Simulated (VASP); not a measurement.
Write the native input for VASP 6.6.1 that does the following.

- Task: single point
- Functional: PBE
- Potentials or basis: VASP PAW PBE potentials, release 64 (Zr_sv, Si)
- Cutoff: 520 eV
- k mesh: 6 × 6 × 4
- Occupations: gaussian, width 0.1 eV
- Spin: no spin polarisation
- Dipole correction: no
- Further INCAR settings: ALGO = Normal; EDIFF = 1e-07; NBANDS = 26

The structure of Zr2Si3 lies in POSCAR:

```
Zr2Si3
1.0
    3.2950292000      0.0000000000      0.0000000000
    0.0000000000      3.2950292000      0.0000000000
    0.0000000000      0.0000000000      6.7352353900
Zr Si
2 3
Direct
    0.5000000000      0.0000000000      0.2621575700
    0.0000000000      0.5000000000      0.7378424300
    0.0000000000      0.5000000000      0.3652538100
    0.5000000000      0.0000000000      0.6347461900
    0.5000000000      0.5000000000      0.0000000000
```

The cell was generated, and may not be a known phase.

These files were run (other wordings do the same):

INCAR

```
PREC = Accurate
ENCUT = 520
EDIFF = 1E-7
ISMEAR = 0
SIGMA = 0.1
LREAL = F
LASPH = T
NELM = 80
ALGO = Normal
ISIF = 2
LWAVE = F
LCHARG = F
GGA = PE
NBANDS = 26
```

KPOINTS

```
Automatic mesh
0
Gamma
  6 6 4
```

Potentials or basis: VASP PAW PBE potentials, release 64 (Zr_sv, Si).

Launch:

```console
$ cat potpaw_PBE.64/Zr_sv/POTCAR potpaw_PBE.64/Si/POTCAR > POTCAR
$ mpirun -np 1 vasp_std > vasp.out
```

It gave:

```
Pressure               : 61.2 GPa
Largest force          : 0.104 eV/Å
Band gap on the k mesh : zero (bands 18 and 19 overlap by 1.58 eV)
```

Caveat: the stress differs along the axes, from 49 to 67 GPa.

Wall time 40 s on 1 thread of Intel(R) Xeon(R) Platinum 8559C (Emerald Rapids), with other jobs on the host, peak memory 0.2 GiB.
